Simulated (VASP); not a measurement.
# TaC in VASP: a series of runs

TaC is run at these levels: PBE; tasks: single point.

Program: VASP 6.6.1. These are calculated values, not measurements. Logs are shortened: lines on timing, memory, paths and dates and some standing lists are left out, and cuts for length are marked.

**1. The cell of the first run**

The cell holds a slab with vacuum, 10 atoms: a = 3.164 Å, b = 3.164 Å, c = 23.951 Å, α = 90.00°, β = 90.00°, γ = 90.00°.

**2. Single point, PBE**

INCAR

```
SYSTEM = TaC
PREC = Accurate
ENCUT = 520
EDIFF = 1E-6
ISMEAR = 0
SIGMA = 0.1
LREAL = .False.
LASPH = .True.
NELM = 80
ALGO = Normal
ISIF = 2
LWAVE = .False.
LCHARG = .True.
LDIPOL = .True.
IDIPOL = 3
DIPOL = 0.5 0.5 0.500
GGA = PE
LELF = .True.
LVHAR = .True.
LVACPOTAV = .True.
NBANDS = 48
```

KPOINTS

```
regular mesh
0
Gamma
  5 5 1
  0 0 0
```

POSCAR

```
TaC
1.0
    3.1644852942      0.0000000000      0.0000000000
    0.0000000000      3.1644852942      0.0000000000
    0.0000000000      0.0000000000     23.9505160421
Ta C
5 5
Direct
    0.5000000000      0.5000000000      0.3131456536
    0.0000000000      0.0000000000      0.4065728268
    0.5000000000      0.5000000000      0.5000000000
    0.0000000000      0.0000000000      0.5934271732
    0.5000000000      0.5000000000      0.6868543464
    0.0000000000      0.0000000000      0.3131456536
    0.5000000000      0.5000000000      0.4065728268
    0.0000000000      0.0000000000      0.5000000000
    0.5000000000      0.5000000000      0.5934271732
    0.0000000000      0.0000000000      0.6868543464
```

Potentials or basis: VASP PAW PBE potentials, release 64 (Ta_pv, C).

The run is started by

```sh
cat potpaw_PBE.64/Ta_pv/POTCAR potpaw_PBE.64/C/POTCAR > POTCAR
mpirun -np 1 vasp_std > vasp.out
```

OUTCAR:

```text
SYSTEM = TaC
   PREC = Accurate
   ENCUT = 520
   EDIFF = 1E-6
   ISMEAR = 0
   LREAL = .False.
   LASPH = .True.
   NELM = 80
   ISIF = 2
   GGA = PE

 ion  position               nearest neighbor table
   1  0.500  0.500  0.313-   6 2.24   6 2.24   6 2.24   6 2.24   7 2.24   2 3.16   2 3.16   2 3.16
                             2 3.16
   2  0.000  0.000  0.407-   7 2.24   7 2.24   7 2.24   7 2.24   8 2.24   6 2.24   3 3.16   3 3.16
                             1 3.16   3 3.16   1 3.16   1 3.16   3 3.16   1 3.16
   3  0.500  0.500  0.500-   8 2.24   8 2.24   8 2.24   8 2.24   9 2.24   7 2.24   4 3.16   4 3.16
                             2 3.16   4 3.16   2 3.16   2 3.16   4 3.16   2 3.16
   4  0.000  0.000  0.593-   9 2.24   9 2.24   9 2.24   9 2.24  10 2.24   8 2.24   5 3.16   5 3.16
                             3 3.16   5 3.16   3 3.16   3 3.16   5 3.16   3 3.16
   5  0.500  0.500  0.687-  10 2.24  10 2.24  10 2.24  10 2.24   9 2.24   4 3.16   4 3.16   4 3.16
                             4 3.16
   6  0.000  0.000  0.313-   1 2.24   1 2.24   1 2.24   1 2.24   2 2.24
   7  0.500  0.500  0.407-   2 2.24   2 2.24   2 2.24   2 2.24   3 2.24   1 2.24
   8  0.000  0.000  0.500-   3 2.24   3 2.24   3 2.24   3 2.24   4 2.24   2 2.24
   9  0.500  0.500  0.593-   4 2.24   4 2.24   4 2.24   4 2.24   5 2.24   3 2.24
  10  0.000  0.000  0.687-   5 2.24   5 2.24   5 2.24   5 2.24   4 2.24

  LATTYP: Found a simple tetragonal cell.
 ALAT       =     3.1644852942
 C/A-ratio  =     7.5685344742

  Lattice vectors:

 A1 = (   3.1644852942,   0.0000000000,   0.0000000000)
 A2 = (   0.0000000000,   3.1644852942,   0.0000000000)
 A3 = (   0.0000000000,   0.0000000000,  23.9505160421)

Analysis of symmetry for initial positions (statically):
=====================================================================
 Subroutine PRICEL returns:
 Original cell was already a primitive cell.

 Routine SETGRP: Setting up the symmetry group for a
 simple tetragonal supercell.

 Subroutine GETGRP returns: Found 16 space group operations
 (whereof 16 operations were pure point group operations)
 out of a pool of 16 trial point group operations.

The static configuration has the point symmetry D_4h.

Analysis of symmetry for dynamics (positions and initial velocities):
=====================================================================
 Subroutine PRICEL returns:
 Original cell was already a primitive cell.

 Routine SETGRP: Setting up the symmetry group for a
 simple tetragonal supercell.

 Subroutine GETGRP returns: Found 16 space group operations
 (whereof 16 operations were pure point group operations)
 out of a pool of 16 trial point group operations.

The dynamic configuration has the point symmetry D_4h.

 Subroutine INISYM returns: Found 16 space group operations
 (whereof 16 operations are pure point group operations),
 and found     1 'primitive' translations

----------------------------------------------------------------------------------------

                                     Primitive cell

  volume of cell :     239.8397

  direct lattice vectors                    reciprocal lattice vectors
     3.164485294  0.000000000  0.000000000     0.316007157  0.000000000  0.000000000
     0.000000000  3.164485294  0.000000000     0.000000000  0.316007157  0.000000000
     0.000000000  0.000000000 23.950516042     0.000000000  0.000000000  0.041752754

  length of vectors
     3.164485294  3.164485294 23.950516042     0.316007157  0.316007157  0.041752754

  position of ions in fractional coordinates (direct lattice)
     0.500000000  0.500000000  0.313145654
     0.000000000  0.000000000  0.406572827
     0.500000000  0.500000000  0.500000000
     0.000000000  0.000000000  0.593427173
     0.500000000  0.500000000  0.686854346
     0.000000000  0.000000000  0.313145654
     0.500000000  0.500000000  0.406572827
     0.000000000  0.000000000  0.500000000
     0.500000000  0.500000000  0.593427173
     0.000000000  0.000000000  0.686854346

  ion indices of the primitive-cell ions
   primitive index   ion index
                 1           1
                 2           2
                 3           3
                 4           4
                 5           5
                 6           6
                 7           7
                 8           8
                 9           9
                10          10

----------------------------------------------------------------------------------------

 KPOINTS: regular mesh

Automatic generation of k-mesh.
 Grid dimensions read from file:
 generate k-points for:    5    5    1

 Generating k-lattice:

  Cartesian coordinates                     Fractional coordinates (reciprocal lattice)
     0.063201431  0.000000000  0.000000000     0.200000000  0.000000000  0.000000000
     0.000000000  0.063201431  0.000000000     0.000000000  0.200000000  0.000000000
     0.000000000  0.000000000  0.041752754     0.000000000  0.000000000  1.000000000

  Length of vectors
     0.063201431  0.063201431  0.041752754

  Shift w.r.t. Gamma in fractional coordinates (k-lattice)
     0.000000000  0.000000000  0.000000000

 Subroutine IBZKPT returns following result:
 ===========================================

 Found      6 irreducible k-points:

 Following reciprocal coordinates:
            Coordinates               Weight
  0.000000  0.000000  0.000000      1.000000
  0.200000  0.000000  0.000000      4.000000
  0.400000  0.000000  0.000000      4.000000
  0.200000  0.200000  0.000000      4.000000
  0.400000  0.200000  0.000000      8.000000
  0.400000  0.400000  0.000000      4.000000
   k-points           NKPTS =      6   k-points in BZ     NKDIM =      6   number of bands    NBANDS=     48
   number of dos      NEDOS =    301   number of ions     NIONS =     10
   total plane-waves  NPLWV = 103680
   dimension x,y,z NGX =    24 NGY =   24 NGZ =  180
   dimension x,y,z NGXF=    48 NGYF=   48 NGZF=  360
   ions per type =               5   5
   NGX,Y,Z   is equivalent  to a cutoff of  12.61, 12.61, 12.49 a.u.
   NGXF,Y,Z  is equivalent  to a cutoff of  25.22, 25.22, 24.99 a.u.
 SYSTEM =  TaC
   PREC   = accura    normal or accurate (medium, high low for compatibility)
   ISTART =      0    job   : 0-new  1-cont  2-samecut
   ICHARG =      2    charge: 1-file 2-atom 10-const
   ISPIN  =      1    spin polarized calculation?
   LNONCOLLINEAR =      F non collinear calculations
   LSORBIT =      F    spin-orbit coupling
   LASPH  =      T    aspherical Exc in radial PAW
   ENCUT  =  520.0 eV  38.22 Ry    6.18 a.u.   5.88  5.88 44.53*2*pi/ulx,y,z
   NELM   =     80;   NELMIN=  2; NELMDL= -5     # of ELM steps
   EDIFF  = 0.1E-05   stopping-criterion for ELM
   LREAL  =      F    real-space projection
   EDIFFG = 0.1E-04   stopping-criterion for IOM
   NSW    =      0    number of steps for IOM
   IBRION =     -1    ionic relax: 0-MD 1-quasi-New 2-CG
   NFREE  =      0    steps in history (QN), initial steepest desc. (CG)
   ISIF   =      2    stress and relaxation
   ISYM   =      2    0-nonsym 1-usesym 2-fastsym
   POTIM  = 0.5000    time-step for ionic-motion
   TEBEG  =    0.0;   TEEND  =   0.0 temperature during run
   PSTRESS=    0.0 pullay stress
   NELECT =      75.0000    total number of electrons
   NUPDOWN=      -1.0000    fix difference up-down
   EMIN   =  10.00;   EMAX   =-10.00  energy-range for DOS
   EFERMI =   0.00;   METHOD = LEGACY
   ISMEAR =     0;   SIGMA  =   0.10  broadening in eV -4-tet -1-fermi 0-gaus
   EFERMI_NEDOS =   21; number of points for ismear=-14 and -15
   IALGO  =     38    algorithm
   IMIX   =      4    mixing-type and parameters
     AMIX     =   0.40;   BMIX     =  1.00
     AMIX_MAG =   1.60;   BMIX_MAG =  1.00
  volume/ion in A,a.u.               =      23.98       161.85
  Fermi-wavevector in a.u.,A,eV,Ry     =   1.111190  2.099844 16.799695  1.234743
  Thomas-Fermi vector in A             =   2.247750
   LORBIT       =      0    0 simple, 1 ext, 2 COOP (PROOUT), +10 PAW based schemes
   GGA     = PE    functional components
   LHFCALC =     F    Hartree Fock is set to
   AEXX    =    0.0000 exact exchange contribution
   IVDW    =     0    specifies the selected vdW correction
   LEPSILON=     F    determine dielectric tensor
   LRPA    =     F    only Hartree local field effects (RPA)
 non-spin polarized calculation
 Gauss-broadening in eV      SIGMA  =   0.10
  energy-cutoff  :      520.00
  volume of cell :      239.84
 maximum number of plane-waves:      6518
 NGX is ok and might be reduce to    24
   NGX = 11   NGY = 11   NGZ = 89

 dipolmoment           0.000000      0.000000      0.000000 electrons x Angstroem

 number of electron      74.9999988 magnetization

 dipolmoment           0.000000      0.000000     -0.000000 electrons x Angstroem

 Free energy of the ion-electron system (eV)
  ---------------------------------------------------
  ext. energy  EPLUGINS =         0.00000000
  ---------------------------------------------------
  free energy    TOTEN  =      -108.65589290 eV

  energy without entropy =     -108.63065980  energy(sigma->0) =     -108.64327635

 E-fermi :   1.8958     XC(G=0):  -6.9759

 val. band max:        1.8306791605   @ k =   0.2000   0.0000   0.0000
 cond. band min:       1.9939512546   @ k =   0.0000   0.0000   0.0000
 fundamental gap:      0.1632720941
 Fermi energy:         1.8957569893

 k-point     1 :       0.0000    0.0000    0.0000
  band No.  band energies     occupation
      1     -33.5959      2.00000
      2     -33.4661      2.00000
      3     -33.3938      2.00000
      4     -33.2316      2.00000
      5     -33.2316      2.00000
      6     -33.1406      2.00000
[... 40 lines left out ...]
     47       3.5126      0.00000
     48       3.6742      0.00000
[... 253 lines left out ...]
     47       5.8670      0.00000
     48       5.9217      0.00000

------------------------ aborting loop because EDIFF is reached ----------------------------------------

  FORCE on cell =-STRESS in cart. coord.  units (eV):
  Direction    XX          YY          ZZ          XY          YZ          ZX
  --------------------------------------------------------------------------------------
  -------------------------------------------------------------------------------------
  Total       -5.8344973     -5.8344973     -5.2179009      0.0000000      0.0000000      0.0000000
  in kB      -38.9756157    -38.9756157    -34.8566278      0.0000000      0.0000000      0.0000000
  external PRESSURE =     -37.6026197 kB  Pullay stress =       0.0000000 kB

 VOLUME and BASIS-vectors are now :
 -----------------------------------------------------------------------------
  energy-cutoff  :      520.00
  volume of cell :      239.84
      direct lattice vectors                 reciprocal lattice vectors
     3.164485294  0.000000000  0.000000000     0.316007157  0.000000000  0.000000000
     0.000000000  3.164485294  0.000000000     0.000000000  0.316007157  0.000000000
     0.000000000  0.000000000 23.950516042     0.000000000  0.000000000  0.041752754

 POSITION                                       TOTAL-FORCE (eV/Angst)
 -----------------------------------------------------------------------------------
      1.58224      1.58224      7.50000         0.000000     -0.000000      2.719774
      0.00000      0.00000      9.73763         0.000000      0.000000     -0.534283
      1.58224      1.58224     11.97526         0.000000     -0.000000     -0.000000
      0.00000      0.00000     14.21289         0.000000      0.000000      0.534283
      1.58224      1.58224     16.45052         0.000000      0.000000     -2.719774
      0.00000      0.00000      7.50000         0.000000     -0.000000     -1.396167
      1.58224      1.58224      9.73763         0.000000     -0.000000     -0.958431
      0.00000      0.00000     11.97526         0.000000     -0.000000     -0.000000
      1.58224      1.58224     14.21289         0.000000      0.000000      0.958431
      0.00000      0.00000     16.45052         0.000000     -0.000000      1.396167
 -----------------------------------------------------------------------------------
    total drift:                                0.000000     -0.000000     -0.000000

  FREE ENERGIE OF THE ION-ELECTRON SYSTEM (eV)
  ---------------------------------------------------
  free  energy   TOTEN  =      -108.6558929028 eV

  energy  without entropy=     -108.6306598020  energy(sigma->0) =     -108.64327635

 vacuum level on the upper side and lower side of the slab         5.382         5.382
```

It took 3.9 min on 1 thread of Intel Xeon 8259CL, shared host; peak memory 0.33 GiB.

Results:

- Free energy: -108.6559 eV
- Largest force: 2.720 eV/Å
- Band gap on the k mesh: zero (an odd number of electrons rules out a gap without spin polarisation)

Forces on the atoms (eV/Å):
```
Ta   0.000  0.000  2.720
Ta   0.000  0.000 -0.534
Ta   0.000  0.000  0.000
Ta   0.000  0.000  0.534
Ta   0.000  0.000 -2.720
C    0.000  0.000 -1.396
C    0.000  0.000 -0.958
C    0.000  0.000  0.000
C    0.000  0.000  0.958
C    0.000  0.000  1.396
```

Levels at points of the mesh, in eV from the Fermi level:
| k point | band 35 | band 36 | band 37 | band 38 | band 39 | band 40 | band 41 | band 42 |
| --- | --- | --- | --- | --- | --- | --- | --- | --- |
| (0.00, 0.00, 0.00) | -1.64 | -1.35 | -1.35 | -1.26 | -0.15 | -0.15 | 0.10 | 0.49 |

Caveat: the k points lie up to 0.40 Å⁻¹ apart, too coarse for converged energies and pressures of a metal; spin-orbit coupling is left out, which moves the levels of the heavy elements.

[end of part 1 of 2]
